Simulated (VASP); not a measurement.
**Cu: single point with r2SCAN**

Crystal: Cu.

```
CELL_PARAMETERS angstrom
1.24819 -4.07340 0.00000
1.24819 4.07340 0.00000
0.00000 0.00000 2.53590
ATOMIC_POSITIONS crystal
Cu 0.13387 0.86613 0.25000
Cu 0.86613 0.13387 0.75000
```

```yaml
Program: VASP 6.6.1
Task: single point
Functional: r2SCAN
Potentials_or_basis: VASP PAW PBE potentials, release 64 (Cu)
Cutoff: 520 eV
k_mesh: 12 × 12 × 12
Occupations: methfessel-paxton, width 0.02 eV
Spin: no spin polarisation
```

```yaml
Pressure: -8.3 GPa
Largest_force: 0.092 eV/Å
Band_gap_on_the_k_mesh: zero (band 11 reaches 10.36 eV, above the bottom of band 12 at 4.68 eV)
```

Forces in eV/Å, atoms in the order of the input:
```
Cu   0.000 -0.092  0.000
Cu   0.000  0.092  0.000
```

Stress tensor (GPa, compression positive):
```
-7.76  0.00  0.00
 0.00 -9.35  0.00
 0.00  0.00 -7.88
```

Levels at points of the mesh, in eV from the Fermi level:
```
           k point  band 9  band 10  band 11  band 12  band 13  band 14
(0.00, 0.00, 0.00)   -1.89    -1.77    -1.51     0.10     4.64    14.83
(0.50, 0.00, 0.00)   -2.14    -1.70    -0.50     1.18     2.57     6.74
(0.50, 0.50, 0.00)   -2.27    -1.98    -1.68    -1.61    13.59    15.16
(0.00, 0.00, 0.50)   -1.78    -1.78    -0.08    -0.08     8.16     8.16
(0.50, 0.00, 0.50)   -1.34    -1.34     3.77     3.77     7.43     7.43
(0.50, 0.50, 0.50)   -1.60    -1.60    -0.79    -0.79     3.55     3.55
```

It took 4 min on 1 thread of Intel(R) Xeon(R) 6975P-C (Granite Rapids) (shared host), peak memory 0.24 GiB.

Caveat: the PAW data sets were made with another functional, which shifts forces and pressure a little.
